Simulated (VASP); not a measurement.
Runs of VASP 6.6.1 on SiO2. The structure is that of space group Pbam (No. 55), or close to it. The cells are those of the table. 

```tsv
potentials or basis	cell	k mesh	cutoff (eV)	second run	gap on the mesh (eV)	pressure (GPa)	largest force (eV/Å)
VASP PAW PBE potentials, release 64 (Si, O)	a = 3.987, b = 5.987, c = 3.585 Å, 6 atoms	6 × 4 × 4	520	-	none	(b)	(a)
VASP PAW PBE potentials, release 64 (Si, O)	a = 3.987, b = 5.987, c = 3.585 Å, 6 atoms	4 × 4 × 6	520	-	none	(c)	0.22
VASP PAW PBE potentials, release 64 (Si, O_h)	a = 3.987, b = 5.987, c = 3.585 Å, 6 atoms	4 × 4 × 6	910	hard_potentials	none	-0.2	0.04
VASP PAW PBE potentials, release 64 (Si, O_h)	a = 3.987, b = 5.987, c = 3.585 Å, 6 atoms	6 × 4 × 4	910	hard_potentials	none	-0.1	0.05
VASP PAW PBE potentials, release 64 (Si, O)	a = 3.605, b = 4.463, c = 5.046 Å, 6 atoms	6 × 4 × 4	520	-	none	-5.8	2.37
```

Alike in all rows: task single point; level PBE; no spin polarisation; smearing gaussian 0.1 eV.

Question: Estimate the missing entries.

Answer: (a) 0.23; (b) 0.5; (c) 0.4.

Caveats: some runs use coarse meshes; the cutoff is under 1.25 times the usual one of these potentials, so pressure, stress and relaxed cells hold a basis-set (Pulay) error (some runs); forces of over 1 eV/Å act on the atoms, so gaps and moduli don't describe the material at rest (some runs).

A gap of «none» marks levels without a gap at the run's occupations.
